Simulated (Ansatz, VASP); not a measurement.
Sb5Se: VASP beside Ansatz

```
Sb Se
1.0
     0.00000    4.38984    4.38984
     4.38984    0.00000    4.38984
     4.38984    4.38984    0.00000
Sb Se
5 1
Cartesian
  2.1949 2.1949 2.1949
  5.4947 3.2850 3.2850
  5.4947 5.4947 5.4947
  3.2850 3.2850 5.4947
  3.2850 5.4947 3.2850
  0.0000 0.0000 0.0000
```

Change from the starting cell: species swapped into the Be5Pd type (F-43m, No. 216).

Alike in both runs: functional PBE; k mesh 4 × 4 × 4; occupations gaussian, width 0.1 eV; no spin polarisation.

Ansatz relaxed the structure, and its values are those at the end. VASP's run is a single point on that final structure, the one shown.

```csv
,VASP,Ansatz
version,VASP 6.6.1,Ansatz 0.2.0
potentials or method,"VASP PAW PBE potentials, release 64 (Sb, Se), cutoff 520 eV","scalar-relativistic, plane waves, PAW"
valence electrons in the cell,31,91
```

|  | VASP | Ansatz | Ansatz less VASP |
| --- | --- | --- | --- |
| gap on the k mesh at the Fermi level (eV) | none | none | - |
| pressure (GPa) | -0.2 | -0.1 | +0.09 |
| rms of the force components (eV/Å) | 0.023 | 0.024 | +0.0017 |

A gap of «none» marks a metal or a gap that the smearing closes. The functional is the same, so the differences come from potentials, cutoffs and numerics. VASP's potentials hold 31 valence electrons a cell and Ansatz's 91, so a difference there can come from the potentials and not from the codes.

Spin-orbit coupling is off throughout.
